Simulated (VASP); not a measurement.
The system is SrB6.

```
Sr B
1.0
     4.19686    0.00000    0.00000
     0.00000    4.19686    0.00000
     0.00000    0.00000    4.19686
Sr B
1 6
Direct
  0.00000 0.00000 0.00000
  0.50000 0.50000 0.20314
  0.50000 0.50000 0.79686
  0.20314 0.50000 0.50000
  0.79686 0.50000 0.50000
  0.50000 0.20314 0.50000
  0.50000 0.79686 0.50000
```

- Program: VASP 6.6.1
- Task: relaxation of cell and atoms
- Functional: LDA
- Potentials or basis: VASP PAW LDA potentials, release 64 (Sr_sv, B)
- Cutoff: 600 eV
- k mesh: 8 × 8 × 8
- Occupations: gaussian, width 0.01 eV
- Spin: no spin polarisation

At the start: pressure -6.4 GPa; volume 10.56 Å³/atom.

Problem. How do energy, volume and symmetry change on relaxing?

Solution. Over 5 steps the energy falls by 8.8 meV/atom and the volume is 10.13 Å³/atom (-4.1 %); space group Pm-3m (No. 221, to 0.1 Å) before and after.

Step by step:
```csv
step,energy change (eV),largest force (eV/Å),pressure (GPa),volume (Å³)
1,0.0000,0.1684,-6.39,73.92
2,-0.0265,0.6875,4.15,69.51
3,-0.0562,0.3047,-0.56,71.31
4,-0.0532,0.3510,0.68,70.39
5,-0.0618,0.0033,-0.02,70.91
```

Final structure:
```yaml
crystal:
  lattice:
    - [4.13904, 0.00000, 0.00000]
    - [0.00000, 4.13904, 0.00000]
    - [0.00000, 0.00000, 4.13904]
  atoms:
    - { symbol: Sr, position: [0.00000, 0.00000, 0.00000] }
    - { symbol: B, position: [0.50000, 0.50000, 0.20295] }
    - { symbol: B, position: [0.50000, 0.50000, 0.79705] }
    - { symbol: B, position: [0.20295, 0.50000, 0.50000] }
    - { symbol: B, position: [0.79705, 0.50000, 0.50000] }
    - { symbol: B, position: [0.50000, 0.20295, 0.50000] }
    - { symbol: B, position: [0.50000, 0.79705, 0.50000] }
```
